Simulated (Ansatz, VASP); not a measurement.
# Two plane-wave programs on CdTe

```
Cd Te
1.0
     0.00000    3.37757    3.24455
     3.24455    0.00000    3.24455
     3.24455    3.37757    0.00000
Cd Te
1 1
Direct
  0.00000 0.00000 0.00000
  0.75000 0.75000 0.75000
```

Alike in both runs: task single point; functional LDA; k mesh 8 × 8 × 8; occupations gaussian, width 0.05 eV; no spin polarisation.

|  | VASP | Ansatz |
| --- | --- | --- |
| version | VASP 6.6.1 | Ansatz 0.2.0 |
| potentials or method | VASP PAW LDA potentials, release 64 (Cd, Te), cutoff 520 eV | scalar-relativistic, plane waves, PAW |
| valence electrons in the cell | 18 | 36 |

|  | VASP | Ansatz | Ansatz less VASP |
| --- | --- | --- | --- |
| gap on the k mesh at the Fermi level (eV) | 0.37 | 0.33 | -0.038 |
| least direct gap on the mesh (eV) | 0.37 | 0.33 | -0.038 |
| pressure (GPa) | -2.8 | -3.0 | -0.20 |
| traceless stress, the component that is largest in VASP (GPa) | -0.58 | -0.59 | -0.004 |

LDA's correlation is that of Perdew and Zunger in VASP and of Perdew and Wang (1992) in Ansatz. VASP's potentials hold 18 valence electrons a cell and Ansatz's 36, so a difference there can come from the potentials and not from the codes.

Spin-orbit coupling is off throughout.
